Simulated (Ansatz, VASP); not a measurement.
Re: VASP beside Ansatz

```
Re
1.0
    -1.84386    1.84386    1.84386
     1.84386   -1.84386    1.84386
     1.84386    1.84386   -1.84386
Re
1
Direct
  0.00000 0.00000 0.00000
```

Alike in both runs: task single point; functional PBEsol; k mesh 16 × 16 × 16; occupations gaussian, width 0.1 eV; no spin polarisation.

|  | VASP | Ansatz |
| --- | --- | --- |
| version | VASP 6.6.1 | Ansatz 0.2.0 |
| potentials or method | VASP PAW PBE potentials, release 64 (Re), cutoff 520 eV | scalar-relativistic, plane waves, PAW |
| valence electrons in the cell | 7 | 15 |

|  | VASP | Ansatz | Ansatz less VASP |
| --- | --- | --- | --- |
| gap on the k mesh at the Fermi level (eV) | none | none | - |
| pressure (GPa) | -57.3 | -57.3 | +0.02 |

VASP's potentials were made for PBE, not for PBEsol. A gap of «none» marks a metal or a gap that the smearing closes. Both programs put the cell under strong tension, so it lies far from rest at this level. VASP's potentials hold 7 valence electrons a cell and Ansatz's 15, so a difference there can come from the potentials and not from the codes.

Spin-orbit coupling is off throughout. Noted on VASP's run: the cell as given lies far from equilibrium.
